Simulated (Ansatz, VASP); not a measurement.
One calculation of Zr3S2, two programs

```
Zr S
1.0
     2.89521    1.67155    3.48037
    -2.89521    1.67155    3.48037
     0.00000   -3.34310    3.48037
Zr S
3 2
Direct
  0.16211 0.83789 0.50000
  0.50000 0.16211 0.83789
  0.83789 0.50000 0.16211
  0.33478 0.33478 0.33478
  0.66522 0.66522 0.66522
```

Alike in both runs: functional PBE; k mesh 12 × 12 × 12; occupations gaussian, width 0.1 eV; no spin polarisation.

Ansatz relaxed the structure, and its values are those at the end. VASP's run is a single point on that final structure, the one shown.

|  | VASP | Ansatz |
| --- | --- | --- |
| version | VASP 6.6.1 | Ansatz 0.2.0 |
| potentials or method | VASP PAW PBE potentials, release 64 (Zr_sv, S), cutoff 520 eV | scalar-relativistic, plane waves, PAW |
| valence electrons in the cell | 48 | 48 |

|  | VASP | Ansatz | Ansatz less VASP |
| --- | --- | --- | --- |
| gap on the k mesh at the Fermi level (eV) | none | none | - |
| pressure (GPa) | 0.0 | 0.0 | -0.02 |

A gap of «none» marks a metal or a gap that the smearing closes.
